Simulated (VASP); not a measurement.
Here is a VASP 6.6.1 calculation.

The input POSCAR:

```
BeTe
1.0
    0.0000000000      2.8286229065      2.8286229065
    2.8286229065      0.0000000000      2.8286229065
    2.8286229065      2.8286229065      0.0000000000
Be Te
1 1
Direct
    0.0000000000      0.0000000000      0.0000000000
    0.2500000000      0.2500000000      0.2500000000
```

Contents of INCAR.step1:

```
PREC = Accurate ; ENCUT = 520
EDIFF = 1E-5 ; ISMEAR = 0
SIGMA = 0.01 ; LREAL = False
LASPH = True ; NELM = 60
ALGO = Normal ; ISIF = 2
LWAVE = True ; LCHARG = False
GGA = PE ; NBANDS = 11
```

INCAR.step2

```
PREC = Accurate ; ENCUT = 520
EDIFF = 1E-6 ; ISMEAR = 0
SIGMA = 0.01 ; LREAL = False
LASPH = True ; NELM = 60
ALGO = Normal ; ISIF = 2
LWAVE = False ; LCHARG = False
GGA = PE ; LHFCALC = True
AEXX = 0.25 ; PRECFOCK = Normal
ISTART = 1 ; NBANDS = 11
```

The input KPOINTS:

```
Automatic mesh
0
Gamma
  6 6 6
```

Potentials or basis: VASP PAW PBE potentials, release 64 (Be, Te).

Launch:

```console
$ cat potpaw_PBE.64/Be/POTCAR potpaw_PBE.64/Te/POTCAR > POTCAR
$ cp INCAR.step1 INCAR
$ mpirun -np 1 vasp_std > vasp.out
$ cp INCAR.step2 INCAR
$ mpirun -np 1 vasp_std > vasp.out
```

(1) Predict the band gap on the k mesh.

(2) What does it give for the pressure?

Results:

(1) 3.34 eV, indirect (least direct gap 5.17 eV).

(2) -1.0 GPa.

Caveat: the PAW data sets were made with another functional, which shifts forces and pressure a little; spin-orbit coupling is left out, which moves the levels of the heavy elements.
